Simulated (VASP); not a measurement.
# Au (P6_3/mmc) in VASP: notebook, part 2 of 2

VASP 6.6.1.

### 4 Single point, r2SCAN (strain -0.030 along x and y, -0.030 along z)

File POSCAR:

```
Au
1.0
    2.8129984581      0.0000000000      0.0000000000
   -1.4064992291      2.4361281255      0.0000000000
    0.0000000000      0.0000000000      4.7336000000
Au
2
Direct
    0.3333333333      0.6666666667      0.7500000000
    0.6666666667      0.3333333333      0.2500000000
```

File INCAR.step1:

```
PREC = Accurate
ENCUT = 520
ISMEAR = 0
SIGMA = 0.15
LREAL = False
LASPH = True
NELM = 60
NBANDS = 18
GGA = PE
ALGO = Normal
EDIFF = 1E-4
LWAVE = True
LCHARG = False
```

File INCAR.step2:

```
PREC = Accurate
ENCUT = 520
EDIFF = 1E-6
ISMEAR = 0
SIGMA = 0.15
LREAL = False
LASPH = True
NELM = 60
ALGO = Normal
ISIF = 2
LWAVE = False
LCHARG = False
METAGGA = R2SCAN
LMIXTAU = True
NBANDS = 18
ISTART = 1
```

File KPOINTS:

```
Automatic mesh
0
Gamma
  18 18 10
```

Potentials or basis: VASP PAW PBE potentials, release 64 (Au).

Command:

```console
cat potpaw_PBE.64/Au/POTCAR > POTCAR
cp INCAR.step1 INCAR
mpirun -np 1 vasp_std > vasp.out
cp INCAR.step2 INCAR
mpirun -np 1 vasp_std > vasp.out
```

OUTCAR:

```text
PREC = Accurate
   ENCUT = 520
   EDIFF = 1E-6
   ISMEAR = 0
   LREAL = False
   LASPH = True
   NELM = 60
   ISIF = 2
   METAGGA = R2SCAN
   ISTART = 1

 ion  position               nearest neighbor table
   1  0.333  0.667  0.750-   2 2.87   2 2.87   2 2.87   2 2.87   2 2.87   2 2.87
   2  0.667  0.333  0.250-   1 2.87   1 2.87   1 2.87   1 2.87   1 2.87   1 2.87

  LATTYP: Found a hexagonal cell.
 ALAT       =     2.8129984581
 C/A-ratio  =     1.6827595431

  Lattice vectors:

 A1 = (   2.8129984581,   0.0000000000,   0.0000000000)
 A2 = (  -1.4064992291,   2.4361281255,   0.0000000000)
 A3 = (   0.0000000000,   0.0000000000,   4.7336000000)

Analysis of symmetry for initial positions (statically):
=====================================================================
 Subroutine PRICEL returns:
 Original cell was already a primitive cell.

 Routine SETGRP: Setting up the symmetry group for a
 hexagonal supercell.

 Subroutine GETGRP returns: Found 24 space group operations
 (whereof 12 operations were pure point group operations)
 out of a pool of 24 trial point group operations.

The static configuration has the point symmetry D_3d.
 The point group associated with its full space group is D_6h.

Analysis of symmetry for dynamics (positions and initial velocities):
=====================================================================
 Subroutine PRICEL returns:
 Original cell was already a primitive cell.

 Routine SETGRP: Setting up the symmetry group for a
 hexagonal supercell.

 Subroutine GETGRP returns: Found 24 space group operations
 (whereof 12 operations were pure point group operations)
 out of a pool of 24 trial point group operations.

The dynamic configuration has the point symmetry D_3d.
 The point group associated with its full space group is D_6h.

 Subroutine INISYM returns: Found 24 space group operations
 (whereof 12 operations are pure point group operations),
 and found     1 'primitive' translations

----------------------------------------------------------------------------------------

                                     Primitive cell

  volume of cell :      32.4385

  direct lattice vectors                    reciprocal lattice vectors
     2.812998458  0.000000000  0.000000000     0.355492552  0.205243720  0.000000000
    -1.406499229  2.436128125  0.000000000     0.000000000  0.410487441  0.000000000
     0.000000000  0.000000000  4.733600000     0.000000000  0.000000000  0.211255704

  length of vectors
     2.812998458  2.812998458  4.733600000     0.410487441  0.410487441  0.211255704

  position of ions in fractional coordinates (direct lattice)
     0.333333333  0.666666667  0.750000000
     0.666666667  0.333333333  0.250000000

  ion indices of the primitive-cell ions
   primitive index   ion index
                 1           1
                 2           2

----------------------------------------------------------------------------------------

 KPOINTS: Automatic mesh

Automatic generation of k-mesh.
 Grid dimensions read from file:
 generate k-points for:   18   18   10

 Generating k-lattice:

  Cartesian coordinates                     Fractional coordinates (reciprocal lattice)
     0.019749586  0.011402429  0.000000000     0.055555556  0.000000000  0.000000000
     0.000000000  0.022804858  0.000000000     0.000000000  0.055555556  0.000000000
     0.000000000  0.000000000  0.021125570     0.000000000  0.000000000  0.100000000

  Length of vectors
     0.022804858  0.022804858  0.021125570

  Shift w.r.t. Gamma in fractional coordinates (k-lattice)
     0.000000000  0.000000000  0.000000000

 Subroutine IBZKPT returns following result:
 ===========================================

 Found    222 irreducible k-points:

 Following reciprocal coordinates:
            Coordinates               Weight
  0.000000  0.000000  0.000000      1.000000
  0.055556  0.000000  0.000000      6.000000
  0.111111  0.000000  0.000000      6.000000
  0.166667  0.000000  0.000000      6.000000
  0.222222  0.000000  0.000000      6.000000
  0.277778  0.000000  0.000000      6.000000
[... 16 lines left out ...]
  0.333333  0.111111  0.000000     12.000000
  0.388889  0.111111  0.000000     12.000000
 [... further k-points ...]
   k-points           NKPTS =    222   k-points in BZ     NKDIM =    222   number of bands    NBANDS=     18
   number of dos      NEDOS =    301   number of ions     NIONS =      2
   total plane-waves  NPLWV =  20736
   dimension x,y,z NGX =    24 NGY =   24 NGZ =   36
   dimension x,y,z NGXF=    48 NGYF=   48 NGZF=   72
   ions per type =               2
   NGX,Y,Z   is equivalent  to a cutoff of  14.18, 14.18, 12.64 a.u.
   NGXF,Y,Z  is equivalent  to a cutoff of  28.37, 28.37, 25.29 a.u.
 SYSTEM =  unknown system
   PREC   = accura    normal or accurate (medium, high low for compatibility)
   ISTART =      1    job   : 0-new  1-cont  2-samecut
   ICHARG =      0    charge: 1-file 2-atom 10-const
   ISPIN  =      1    spin polarized calculation?
   LNONCOLLINEAR =      F non collinear calculations
   LSORBIT =      F    spin-orbit coupling
   LASPH  =      T    aspherical Exc in radial PAW
   ENCUT  =  520.0 eV  38.22 Ry    6.18 a.u.   5.23  5.23  8.80*2*pi/ulx,y,z
   NELM   =     60;   NELMIN=  2; NELMDL=  0     # of ELM steps
   EDIFF  = 0.1E-05   stopping-criterion for ELM
   LREAL  =      F    real-space projection
   EDIFFG = 0.1E-04   stopping-criterion for IOM
   NSW    =      0    number of steps for IOM
   IBRION =     -1    ionic relax: 0-MD 1-quasi-New 2-CG
   NFREE  =      0    steps in history (QN), initial steepest desc. (CG)
   ISIF   =      2    stress and relaxation
   ISYM   =      2    0-nonsym 1-usesym 2-fastsym
   POTIM  = 0.5000    time-step for ionic-motion
   TEBEG  =    0.0;   TEEND  =   0.0 temperature during run
   PSTRESS=    0.0 pullay stress
   NELECT =      22.0000    total number of electrons
   NUPDOWN=      -1.0000    fix difference up-down
   EMIN   =  10.00;   EMAX   =-10.00  energy-range for DOS
   EFERMI =   0.00;   METHOD = LEGACY
   ISMEAR =     0;   SIGMA  =   0.15  broadening in eV -4-tet -1-fermi 0-gaus
   EFERMI_NEDOS =   21; number of points for ismear=-14 and -15
   IALGO  =     38    algorithm
   IMIX   =      4    mixing-type and parameters
     AMIX     =   0.40;   BMIX     =  1.00
     AMIX_MAG =   1.60;   BMIX_MAG =  1.00
  volume/ion in A,a.u.               =      16.22       109.45
  Fermi-wavevector in a.u.,A,eV,Ry     =   1.438341  2.718071 28.148089  2.068826
  Thomas-Fermi vector in A             =   2.557319
   LORBIT       =      0    0 simple, 1 ext, 2 COOP (PROOUT), +10 PAW based schemes
   METAGGA = R2SCAN    functional components
   LHFCALC =     F    Hartree Fock is set to
   AEXX    =    0.0000 exact exchange contribution
   IVDW    =     0    specifies the selected vdW correction
   LEPSILON=     F    determine dielectric tensor
   LRPA    =     F    only Hartree local field effects (RPA)
 non-spin polarized calculation
 Gauss-broadening in eV      SIGMA  =   0.15
  energy-cutoff  :      520.00
  volume of cell :       32.44
 maximum number of plane-waves:       888
 NGX is ok and might be reduce to    24
   NGX = 11   NGY = 11   NGZ = 17

 number of electron      22.0000001 magnetization

 Free energy of the ion-electron system (eV)
  ---------------------------------------------------
  ext. energy  EPLUGINS =         0.00000000
  ---------------------------------------------------
  free energy    TOTEN  =      -101.04836037 eV

  energy without entropy =     -101.03859686  energy(sigma->0) =     -101.04347861

 E-fermi :  10.1664     XC(G=0): -13.9832

 val. band max:       10.1642910893   @ k =   0.1667   0.1667   0.3000
 cond. band min:      10.1755552647   @ k =   0.4444   0.0556   0.2000
 fundamental gap:      0.0112641754
 Fermi energy:        10.1664182095

 k-point     1 :       0.0000    0.0000    0.0000
  band No.  band energies     occupation
      1      -0.4847      2.00000
      2       1.9834      2.00000
      3       4.7189      2.00000
      4       5.0433      2.00000
      5       5.0433      2.00000
      6       5.3900      2.00000
[... 10 lines left out ...]
     17      30.0953      0.00000
     18      30.0953      0.00000
[... 463 lines left out ...]
 k-point    24 :       0.3889    0.1111    0.0000
  band No.  band energies     occupation
      1       2.8139      2.00000
      2       2.8863      2.00000
      3       3.2176      2.00000
      4       4.9551      2.00000
      5       5.2729      2.00000
      6       5.4567      2.00000
[... 10 lines left out ...]
     17      23.3119      0.00000
     18      25.7682      0.00000

 [... further k-points ...]

------------------------ aborting loop because EDIFF is reached ----------------------------------------

  FORCE on cell =-STRESS in cart. coord.  units (eV):
  Direction    XX          YY          ZZ          XY          YZ          ZX
  --------------------------------------------------------------------------------------
  -------------------------------------------------------------------------------------
  Total        3.2964264      3.2964264      3.0780074     -0.0000000      0.0000000      0.0000000
  in kB      162.8143918    162.8143918    152.0264166     -0.0000000      0.0000000      0.0000000
  external PRESSURE =     159.2184000 kB  Pullay stress =       0.0000000 kB

 VOLUME and BASIS-vectors are now :
 -----------------------------------------------------------------------------
  energy-cutoff  :      520.00
  volume of cell :       32.44
      direct lattice vectors                 reciprocal lattice vectors
     2.812998458  0.000000000  0.000000000     0.355492552  0.205243720  0.000000000
    -1.406499229  2.436128125  0.000000000     0.000000000  0.410487441  0.000000000
     0.000000000  0.000000000  4.733600000     0.000000000  0.000000000  0.211255704

 POSITION                                       TOTAL-FORCE (eV/Angst)
 -----------------------------------------------------------------------------------
     -0.00000      1.62409      3.55020        -0.000000      0.000000      0.000000
      1.40650      0.81204      1.18340         0.000000     -0.000000      0.000000
 -----------------------------------------------------------------------------------
    total drift:                               -0.000000      0.000000     -0.000000

  FREE ENERGIE OF THE ION-ELECTRON SYSTEM (eV)
  ---------------------------------------------------
  free  energy   TOTEN  =      -101.0483603683 eV

  energy  without entropy=     -101.0385968567  energy(sigma->0) =     -101.04347861
```

OSZICAR.step1:

```text
N       E                     dE             d eps       ncg     rms          rms(c)
DAV:   1     0.124955221560E+03    0.12496E+03   -0.11802E+04  8008   0.120E+03
DAV:   2    -0.469798157161E+01   -0.12965E+03   -0.12385E+03  8470   0.265E+02
DAV:   3    -0.677258059852E+01   -0.20746E+01   -0.20643E+01  9414   0.340E+01
DAV:   4    -0.678143516881E+01   -0.88546E-02   -0.88537E-02  8812   0.232E+00
DAV:   5    -0.678151291711E+01   -0.77748E-04   -0.77746E-04  8902   0.231E-01    0.155E+01
DAV:   6    -0.628937597550E+01    0.49214E+00   -0.83393E-01  8252   0.858E+00    0.963E+00
DAV:   7    -0.624467278513E+01    0.44703E-01   -0.14751E-01  8690   0.362E+00    0.317E+00
DAV:   8    -0.623832098066E+01    0.63518E-02   -0.18195E-02  8308   0.117E+00    0.432E-01
DAV:   9    -0.623828046478E+01    0.40516E-04   -0.74352E-05  6160   0.795E-02
   1 F= -.62382805E+01 E0= -.62332699E+01  d E =-.100211E-01
```

It took 5.6 min on 1 thread of AMD EPYC 9R45 (Zen 5), shared host; peak memory 0.21 GiB.

What came out:

* Free energy: -101.0484 eV
* Pressure: 15.9 GPa
* Band gap on the k mesh: zero (bands 11 and 12 overlap by 7.79 eV)

Stress tensor (GPa, compression positive):
```
16.28  0.00  0.00
 0.00 16.28  0.00
 0.00  0.00 15.20
```

Caveat: the cell differs from its parent crystal (strain -0.030 along x and y, -0.030 along z); the cell stands under pressure; the PAW data sets were made with another functional, which shifts forces and pressure a little; spin-orbit coupling is left out, which moves the levels of the heavy elements.

### 5 The runs side by side

| cell | gap on the mesh (eV) | pressure (GPa) |
| --- | --- | --- |
| a = 2.856, b = 2.856, c = 4.880 Å, angles 90.0, 90.0, 120.0°, 2 atoms | none | 3.7 |
| a = 2.900, b = 2.900, c = 4.807 Å, angles 90.0, 90.0, 120.0°, 2 atoms | none | 1.0 |
| a = 2.813, b = 2.813, c = 4.734 Å, angles 90.0, 90.0, 120.0°, 2 atoms | none | 15.9 |

Alike in all rows: task single point; level r2SCAN; potentials or basis VASP PAW PBE potentials, release 64 (Au); no spin polarisation; k mesh 18 × 18 × 10; cutoff (eV) 520; smearing gaussian 0.15 eV.

Caveats: the PAW data sets were made with another functional, which shifts forces and pressure a little; spin-orbit coupling is left out, which moves the levels of the heavy elements; the cell stands under pressure (at least some runs).

Absolute energies hang on the potentials; compare differences alone.

The gap in the log of VASP goes by the Fermi energy; the results here count the filled bands.